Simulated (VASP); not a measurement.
# Ba (Im-3m) in VASP: further runs

Runs on Ba. Level: PBEsol. Tasks: electric field gradients.

Everything below comes from runs of VASP 6.6.1. Logs are shortened: lines on timing, memory, paths and dates and some standing lists are left out, and cuts for length are marked.

### Step 1. The cell of the first run

Symmetry: Im-3m, No. 229, cubic system. Conventional cell: a = 4.898 Å, b = 4.898 Å, c = 4.898 Å, α = 90.00°, β = 90.00°, γ = 90.00°. Within 5.6 Å of Ba (site symmetry m-3m) lie 14 Ba at 4.24 to 4.90 Å.

### Step 2. Electric field gradients, PBEsol (58.75 Å³/atom)

INCAR reads:

```
ALGO     = Normal         # electronic algorithm
EDIFF    = 1E-8           # SCF threshold, eV
ENCUT    = 520            # plane-wave cutoff, eV
GGA      = PS             # functional
ISIF     = 2              # what is computed and relaxed
ISMEAR   = -1             # smearing method
LASPH    = True           # aspherical terms in the spheres
LCHARG   = False          # write CHGCAR
LEFG     = True         
LREAL    = False          # projectors in reciprocal space
LWAVE    = False          # write WAVECAR
NBANDS   = 11             # bands
NELM     = 80             # most SCF steps
PREC     = Accurate       # precision mode
SIGMA    = 0.05           # smearing width, eV
```

KPOINTS reads:

```
k-points
0
Gamma
  10 10 10
```

POSCAR reads:

```
Ba
1.0
   -2.4489652718      2.4489652718      2.4489652718
    2.4489652718     -2.4489652718      2.4489652718
    2.4489652718      2.4489652718     -2.4489652718
Ba
1
Direct
    0.0000000000      0.0000000000      0.0000000000
```

Potentials or basis: VASP PAW PBE potentials, release 64 (Ba_sv).

Launch:

```sh
cat potpaw_PBE.64/Ba_sv/POTCAR > POTCAR
mpirun -np 1 vasp_std > vasp.out
```

OUTCAR:

```text
EDIFF = 1E-8
   ENCUT = 520
   GGA = PS
   ISIF = 2
   ISMEAR = -1
   LASPH = True
   LREAL = False
   NELM = 80
   PREC = Accurate

 ion  position               nearest neighbor table
   1  0.000  0.000  0.000-

  LATTYP: Found a body centered cubic cell.
 ALAT       =     4.8979305436

  Lattice vectors:

 A1 = (  -2.4489652718,   2.4489652718,   2.4489652718)
 A2 = (   2.4489652718,  -2.4489652718,   2.4489652718)
 A3 = (   2.4489652718,   2.4489652718,  -2.4489652718)

Analysis of symmetry for initial positions (statically):
=====================================================================
 Subroutine PRICEL returns:
 Original cell was already a primitive cell.

 Routine SETGRP: Setting up the symmetry group for a
 body centered cubic supercell.

 Subroutine GETGRP returns: Found 48 space group operations
 (whereof 48 operations were pure point group operations)
 out of a pool of 48 trial point group operations.

The static configuration has the point symmetry O_h .

Analysis of symmetry for dynamics (positions and initial velocities):
=====================================================================
 Subroutine PRICEL returns:
 Original cell was already a primitive cell.

 Routine SETGRP: Setting up the symmetry group for a
 body centered cubic supercell.

 Subroutine GETGRP returns: Found 48 space group operations
 (whereof 48 operations were pure point group operations)
 out of a pool of 48 trial point group operations.

The dynamic configuration has the point symmetry O_h .

 Subroutine INISYM returns: Found 48 space group operations
 (whereof 48 operations are pure point group operations),
 and found     1 'primitive' translations

----------------------------------------------------------------------------------------

                                     Primitive cell

  volume of cell :      58.7500

  direct lattice vectors                    reciprocal lattice vectors
    -2.448965272  2.448965272  2.448965272     0.000000000  0.204167861  0.204167861
     2.448965272 -2.448965272  2.448965272     0.204167861  0.000000000  0.204167861
     2.448965272  2.448965272 -2.448965272     0.204167861  0.204167861  0.000000000

  length of vectors
     4.241732277  4.241732277  4.241732277     0.288736957  0.288736957  0.288736957

  position of ions in fractional coordinates (direct lattice)
     0.000000000  0.000000000  0.000000000

  ion indices of the primitive-cell ions
   primitive index   ion index
                 1           1

----------------------------------------------------------------------------------------

 KPOINTS: k-points

Automatic generation of k-mesh.
 Grid dimensions read from file:
 generate k-points for:   10   10   10

 Generating k-lattice:

  Cartesian coordinates                     Fractional coordinates (reciprocal lattice)
     0.000000000  0.020416786  0.020416786     0.100000000  0.000000000  0.000000000
     0.020416786  0.000000000  0.020416786     0.000000000  0.100000000  0.000000000
     0.020416786  0.020416786  0.000000000     0.000000000  0.000000000  0.100000000

  Length of vectors
     0.028873696  0.028873696  0.028873696

  Shift w.r.t. Gamma in fractional coordinates (k-lattice)
     0.000000000  0.000000000  0.000000000

 Subroutine IBZKPT returns following result:
 ===========================================

 Found     47 irreducible k-points:

 Following reciprocal coordinates:
            Coordinates               Weight
  0.000000  0.000000  0.000000      1.000000
  0.100000  0.000000  0.000000     12.000000
  0.200000  0.000000  0.000000     12.000000
  0.300000  0.000000  0.000000     12.000000
  0.400000  0.000000  0.000000     12.000000
  0.500000  0.000000  0.000000      6.000000
[... 16 lines left out ...]
  0.300000  0.300000  0.100000      8.000000
 -0.300000  0.300000  0.100000     24.000000
 [... further k-points ...]
   k-points           NKPTS =     47   k-points in BZ     NKDIM =     47   number of bands    NBANDS=     11
   number of dos      NEDOS =    301   number of ions     NIONS =      1
   total plane-waves  NPLWV =  32768
   dimension x,y,z NGX =    32 NGY =   32 NGZ =   32
   dimension x,y,z NGXF=    64 NGYF=   64 NGZF=   64
   ions per type =               1
   NGX,Y,Z   is equivalent  to a cutoff of  12.54, 12.54, 12.54 a.u.
   NGXF,Y,Z  is equivalent  to a cutoff of  25.08, 25.08, 25.08 a.u.
 SYSTEM =  unknown system
   PREC   = accura    normal or accurate (medium, high low for compatibility)
   ISTART =      0    job   : 0-new  1-cont  2-samecut
   ICHARG =      2    charge: 1-file 2-atom 10-const
   ISPIN  =      1    spin polarized calculation?
   LNONCOLLINEAR =      F non collinear calculations
   LSORBIT =      F    spin-orbit coupling
   LASPH  =      T    aspherical Exc in radial PAW
   ENCUT  =  520.0 eV  38.22 Ry    6.18 a.u.   7.89  7.89  7.89*2*pi/ulx,y,z
   NELM   =     80;   NELMIN=  2; NELMDL= -5     # of ELM steps
   EDIFF  = 0.1E-07   stopping-criterion for ELM
   LREAL  =      F    real-space projection
   EDIFFG = 0.1E-06   stopping-criterion for IOM
   NSW    =      0    number of steps for IOM
   IBRION =     -1    ionic relax: 0-MD 1-quasi-New 2-CG
   NFREE  =      0    steps in history (QN), initial steepest desc. (CG)
   ISIF   =      2    stress and relaxation
   ISYM   =      2    0-nonsym 1-usesym 2-fastsym
   POTIM  = 0.5000    time-step for ionic-motion
   TEBEG  =    0.0;   TEEND  =   0.0 temperature during run
   PSTRESS=    0.0 pullay stress
   NELECT =      10.0000    total number of electrons
   NUPDOWN=      -1.0000    fix difference up-down
   EMIN   =  10.00;   EMAX   =-10.00  energy-range for DOS
   EFERMI =   0.00;   METHOD = LEGACY
   ISMEAR =    -1;   SIGMA  =   0.05  broadening in eV -4-tet -1-fermi 0-gaus
   EFERMI_NEDOS =   21; number of points for ismear=-14 and -15
   IALGO  =     38    algorithm
   IMIX   =      4    mixing-type and parameters
     AMIX     =   0.40;   BMIX     =  1.00
     AMIX_MAG =   1.60;   BMIX_MAG =  1.00
  volume/ion in A,a.u.               =      58.75       396.46
  Fermi-wavevector in a.u.,A,eV,Ry     =   0.907275  1.714501 11.199604  0.823148
  Thomas-Fermi vector in A             =   2.031063
   LORBIT       =      0    0 simple, 1 ext, 2 COOP (PROOUT), +10 PAW based schemes
   GGA     = PS    functional components
   LHFCALC =     F    Hartree Fock is set to
   AEXX    =    0.0000 exact exchange contribution
   IVDW    =     0    specifies the selected vdW correction
   LEPSILON=     F    determine dielectric tensor
   LRPA    =     F    only Hartree local field effects (RPA)
 non-spin polarized calculation
  energy-cutoff  :      520.00
  volume of cell :       58.75
 maximum number of plane-waves:      1594
   NGX = 15   NGY = 15   NGZ = 15

 number of electron      10.0000000 magnetization

 Free energy of the ion-electron system (eV)
  ---------------------------------------------------
  ext. energy  EPLUGINS =         0.00000000
  ---------------------------------------------------
  free energy    TOTEN  =        -2.15301238 eV

  energy without entropy =       -2.14188745  energy(sigma->0) =       -2.14744992

 E-fermi :   1.7502     XC(G=0):  -7.7371

 val. band max:        1.7381904183   @ k =   0.3000   0.3000   0.0000
 cond. band min:       1.7748850792   @ k =  -0.4000  -0.4000   0.1000
 fundamental gap:      0.0366946608
 Fermi energy:         1.7502027202

 k-point     1 :       0.0000    0.0000    0.0000
  band No.  band energies     occupation
      1     -26.9723      2.00000
      2     -11.8582      2.00000
      3     -11.8582      2.00000
      4     -11.8582      2.00000
      5      -1.0312      2.00000
      6       3.6579      0.00000
      7       3.6579      0.00000
      8       3.6579      0.00000
      9       5.1918      0.00000
     10       5.1918      0.00000
     11       8.9115      0.00000

 k-point     2 :       0.1000    0.0000    0.0000
  band No.  band energies     occupation
      1     -26.9667      2.00000
      2     -11.9186      2.00000
      3     -11.8765      2.00000
      4     -11.8587      2.00000
      5      -0.8281      2.00000
      6       3.4942      0.00000
      7       3.5644      0.00000
      8       3.8662      0.00000
      9       4.9423      0.00000
     10       5.1769      0.00000
     11       9.1428      0.00000

 k-point     3 :       0.2000    0.0000    0.0000
  band No.  band energies     occupation
      1     -26.9519      2.00000
      2     -12.0714      2.00000
      3     -11.9236      2.00000
      4     -11.8599      2.00000
      5      -0.2864      2.00000
      6       3.1317      0.00000
      7       3.1858      0.00000
      8       4.4757      0.00000
      9       4.8352      0.00000
     10       5.1941      0.00000
     11       9.4905      0.00000

 k-point     4 :       0.3000    0.0000    0.0000
  band No.  band energies     occupation
      1     -26.9336      2.00000
      2     -12.2505      2.00000
      3     -11.9807      2.00000
      4     -11.8615      2.00000
      5       0.3655      2.00000
      6       2.7686      0.00000
      7       2.8426      0.00000
      8       5.0502      0.00000
      9       5.3368      0.00000
     10       5.4359      0.00000
     11       8.9558      0.00000
[... 239 lines left out ...]
 k-point    22 :      -0.2000    0.2000    0.1000
  band No.  band energies     occupation
      1     -26.9468      2.00000
      2     -12.0725      2.00000
      3     -11.9430      2.00000
      4     -11.9055      2.00000
      5      -0.1045      2.00000
      6       3.2236      0.00000
      7       3.2941      0.00000
      8       4.1084      0.00000
      9       4.3958      0.00000
     10       5.6749      0.00000
     11       9.7647      0.00000

 k-point    23 :       0.3000    0.3000    0.1000
  band No.  band energies     occupation
      1     -26.9085      2.00000
      2     -12.2302      2.00000
      3     -12.2302      2.00000
      4     -11.9850      2.00000
      5       1.9258      0.05797
      6       2.4387      0.00000
      7       2.4387      0.00000
      8       5.7530      0.00000
      9       5.7530      0.00000
     10       6.3834      0.00000
     11       8.8022      0.00000

 k-point    24 :      -0.3000    0.3000    0.1000
  band No.  band energies     occupation
      1     -26.9289      2.00000
      2     -12.2422      2.00000
      3     -12.0010      2.00000
      4     -11.9050      2.00000
      5       0.5393      2.00000
      6       2.7496      0.00000
      7       2.9578      0.00000
      8       4.3836      0.00000
      9       5.3515      0.00000
     10       5.7687      0.00000
     11       8.8370      0.00000

 [... further k-points ...]
[... 5 lines left out ...]
  --------------------------------------------------------------------------------------
  -------------------------------------------------------------------------------------
  Total       -0.0047034     -0.0047034     -0.0047034      0.0000000      0.0000000      0.0000000
  in kB       -0.1282682     -0.1282682     -0.1282682      0.0000000      0.0000000      0.0000000
  external PRESSURE =      -0.1282682 kB  Pullay stress =       0.0000000 kB

 VOLUME and BASIS-vectors are now :
 -----------------------------------------------------------------------------
  energy-cutoff  :      520.00
  volume of cell :       58.75
      direct lattice vectors                 reciprocal lattice vectors
    -2.448965272  2.448965272  2.448965272     0.000000000  0.204167861  0.204167861
     2.448965272 -2.448965272  2.448965272     0.204167861  0.000000000  0.204167861
     2.448965272  2.448965272 -2.448965272     0.204167861  0.204167861  0.000000000

 POSITION                                       TOTAL-FORCE (eV/Angst)
 -----------------------------------------------------------------------------------
      0.00000      0.00000      0.00000         0.000000     -0.000000      0.000000
 -----------------------------------------------------------------------------------
    total drift:                                0.000000      0.000000      0.000000

  FREE ENERGIE OF THE ION-ELECTRON SYSTEM (eV)
  ---------------------------------------------------
  free  energy   TOTEN  =        -2.1530123836 eV

  energy  without entropy=       -2.1418874481  energy(sigma->0) =       -2.14744992

 Electric field gradients (V/A^2)
---------------------------------------------------------------------
 ion       V_xx      V_yy      V_zz      V_xy      V_xz      V_yz
---------------------------------------------------------------------
   1      -0.000    -0.000    -0.000     0.000     0.000     0.000
---------------------------------------------------------------------

 Electric field gradients after diagonalization (V/A^2)
 (convention: |V_zz| > |V_xx| > |V_yy|)
----------------------------------------------------------------------
 ion       V_xx      V_yy      V_zz     asymmetry (V_yy - V_xx)/ V_zz
----------------------------------------------------------------------
   1      -0.000    -0.000     0.001       0.000
----------------------------------------------------------------------

           NMR quadrupolar parameters

 Cq : quadrupolar parameter    Cq=e*Q*V_zz/h
 eta: asymmetry parameters     (V_yy - V_xx)/ V_zz
 Q  : nuclear electric quadrupole moment in mb (millibarn)
----------------------------------------------------------------------
 ion       Cq(MHz)       eta       Q (mb)
----------------------------------------------------------------------
   1       0.000       0.000       1.000
----------------------------------------------------------------------
```

Run time: 26 s. Hardware: 1 thread of Intel Xeon 8259CL, shared host; peak memory 0.19 GiB.

What came out:

```yaml
Free_energy: -2.1530 eV
Pressure: 0.0 GPa
Band_gap_on_the_k_mesh: zero (bands 5 and 6 overlap by 1.01 eV)
Largest_electric_field_gradient_by_atom: zero within the noise of the run
```

Caveat: the PAW data sets were made with another functional, which shifts forces and pressure a little; spin-orbit coupling is left out, which moves the levels of the heavy elements.

(Part 1 of 2 ends here.)
